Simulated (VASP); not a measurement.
Wanted: the native input for a VASP 6.6.1 run.

```yaml
Task: single point
Functional: PBE
Potentials_or_basis: VASP PAW PBE potentials, release 64 (Sn_d)
Cutoff: 520 eV
k_mesh: 12 × 12 × 12
Occupations: gaussian, width 0.15 eV
Spin: no spin polarisation
Dipole_correction: no
Further_INCAR_settings: ALGO = Fast; EDIFF = 1e-06; NBANDS = 21
```

The structure of Sn lies in POSCAR:

```
Sn
1.0
    0.0000000000      3.1969160000      3.2456000000
    3.2456000000      0.0000000000      3.2456000000
    3.2456000000      3.1969160000      0.0000000000
Sn
2
Direct
    0.5000000000      0.5000000000      0.5000000000
    0.7500000000      0.7500000000      0.7500000000
```

This cell differs from its parent crystal: strain -0.0150 x Voigt [0, 1, 0, 0, 0, 0].

The input as run:

INCAR

```
PREC = Accurate
ENCUT = 520
EDIFF = 1E-6
ISMEAR = 0
SIGMA = 0.15
LREAL = False
LASPH = True
NELM = 80
ALGO = Fast
ISIF = 2
LWAVE = False
LCHARG = False
GGA = PE
NBANDS = 21
```

KPOINTS

```
Automatic mesh
0
Gamma
  12 12 12
```

Potentials or basis: VASP PAW PBE potentials, release 64 (Sn_d).

Command:

```bash
$ cat potpaw_PBE.64/Sn_d/POTCAR > POTCAR
$ mpirun -np 1 vasp_std > vasp.out
```

It gave:

| Item | Value |
| --- | --- |
| Pressure | 3.9 GPa |
| Band gap on the k mesh | zero (bands 14 and 15 overlap by 0.03 eV) |

Caveat: the cell differs from its parent crystal (strain -0.0150 x Voigt [0, 1, 0, 0, 0, 0]); the cell stands under pressure; spin-orbit coupling is left out, which moves the levels of the heavy elements.

Run time: 2.3 min on 1 thread of AMD EPYC 9R45 96-Core Processor (Zen 5) (shared host), peak memory 0.3 GiB.
